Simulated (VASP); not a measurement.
## Co12H: single point with PBE

Co12H, a slab with vacuum:

```
Co H
1.0
     4.98754    0.00000    0.00000
    -2.49377    4.31933    0.00000
     0.00000    0.00000   23.03307
Co H
12 1
Direct
  0.16667 0.33333 0.36903
  0.16667 0.83333 0.36903
  0.66667 0.33333 0.36903
  0.66667 0.83333 0.36903
  0.33329 0.16671 0.45473
  0.33329 0.66659 0.45473
  0.83341 0.16671 0.45473
  0.83333 0.66667 0.45474
  0.16667 0.33333 0.54061
  0.16972 0.83486 0.54123
  0.66514 0.33028 0.54123
  0.66514 0.83486 0.54123
  0.83333 0.66667 0.58260
```

* Program: VASP 6.6.1
* Task: single point
* Functional: PBE
* Potentials or basis: VASP PAW PBE potentials, release 64 (Co, H)
* Cutoff: 520 eV
* k mesh: 6 × 6 × 1
* Occupations: gaussian, width 0.1 eV
* Spin: collinear spin, ferromagnetic start
* Starting moments: [2.0, 2.0, 2.0, 2.0, 1.97, 1.97, 1.97, 1.97, 2.0, 2.0, 2.0, 2.0, 1.0] μB

```json
{
  "Largest force": "0.076 eV/Å",
  "Net moment": "20.36 μB per cell",
  "Site moments": "Co +1.73, +1.75, +1.71, +1.74, +1.80, +1.64 (each value once); H -0.02 μB",
  "Valence electrons inside the program's atomic spheres": "Co 8.13, 8.29, 8.12, 8.19 (each value once); H 0.55"
}
```

Forces in eV/Å, atoms in the order of the input:
```
Co   0.000  0.000  0.076
Co   0.003  0.002 -0.001
Co   0.000 -0.003 -0.001
Co  -0.003  0.002 -0.001
Co   0.008 -0.005  0.008
Co   0.000  0.009  0.008
Co  -0.008 -0.005  0.008
Co   0.000  0.000 -0.010
Co   0.000  0.000 -0.031
Co  -0.013 -0.008 -0.009
Co   0.000  0.015 -0.009
Co   0.013 -0.008 -0.009
H    0.000  0.000 -0.028
```

Levels at points of the mesh, in eV from the Fermi level:
Spin up:
```csv
k point,band 63,band 64,band 65,band 66,band 67,band 68
"(0.00, 0.00, 0.00)",-0.54,-0.24,0.70,1.13,1.13,1.45
"(0.50, 0.00, 0.00)",-0.68,-0.67,0.47,1.19,1.24,1.25
```
Spin down:
```
           k point  band 42  band 43  band 44  band 45  band 46  band 47  band 48  band 49
(0.00, 0.00, 0.00)     0.10     0.14     0.17     0.17     0.52     0.62     0.62     0.70
(0.50, 0.00, 0.00)    -0.25    -0.20    -0.19    -0.07     0.00     0.18     0.22     0.30
```

Run time: 57 min on 1 thread of Oxide Virtual Turin-like Processor (shared host), peak memory 0.99 GiB.
